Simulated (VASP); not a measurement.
## BaTiO3: single point with r2SCAN

The system is BaTiO3.

```
CELL_PARAMETERS angstrom
3.98550 0.00000 0.00000
0.00000 2.83690 2.84515
0.00000 -2.83690 2.84515
ATOMIC_POSITIONS crystal
Ba 0.00000 0.00000 0.00000
Ti 0.50000 0.51240 0.51240
O 0.50000 0.99184 0.50524
O 0.50000 0.50524 0.99184
O 0.00000 0.48740 0.48740
```

- Program: VASP 6.6.1
- Task: single point
- Functional: r2SCAN
- Potentials or basis: VASP PAW PBE potentials, release 64 (Ba_sv, Ti_sv, O)
- Cutoff: 520 eV
- k mesh: 6 × 6 × 6
- Occupations: gaussian, width 0.01 eV
- Spin: no spin polarisation

```json
{
 "Pressure": "1.1 GPa",
 "Largest force": "0.273 eV/Å",
 "Band gap on the k mesh": "2.24 eV (least direct gap 2.46 eV)"
}
```

Forces on the atoms (eV/Å):
```
Ba   0.000  0.000  0.162
Ti   0.000  0.000  0.116
O    0.000  0.014 -0.273
O    0.000 -0.014 -0.273
O    0.000  0.000  0.268
```

Stress tensor (GPa, compression positive):
```
1.19 0.00 0.00
0.00 1.32 0.00
0.00 0.00 0.65
```

Levels at points of the mesh, in eV from the valence-band top:
```
           k point  band 17  band 18  band 19  band 20  band 21  band 22  band 23  band 24
(0.00, 0.00, 0.00)    -1.12    -0.35    -0.26    -0.22     2.24     2.30     2.44     4.29
(0.50, 0.00, 0.00)    -1.81    -1.73    -0.86    -0.81     2.43     3.87     3.96     4.27
(0.00, 0.50, 0.00)    -1.84    -1.68    -0.84    -0.78     2.48     3.90     3.93     4.32
(0.50, 0.50, 0.00)    -1.78    -0.91    -0.90    -0.09     3.92     3.93     4.34     5.09
(0.00, 0.50, 0.50)    -1.71    -0.93    -0.89    -0.14     3.90     3.97     4.34     5.21
(0.50, 0.50, 0.50)    -2.41    -0.05    -0.01     0.00     4.54     4.58     4.60     7.26
```

Wall time 4.2 min on 1 thread of AMD EPYC 7R43 64-Core Processor (Zen 3), on a shared host, peak memory 0.2 GiB.

Caveat: the PAW data sets were made with another functional, which shifts forces and pressure a little; spin-orbit coupling is left out, which moves the levels of the heavy elements. r2SCAN opens gaps a little over a GGA but as a rule still falls short of measured ones.
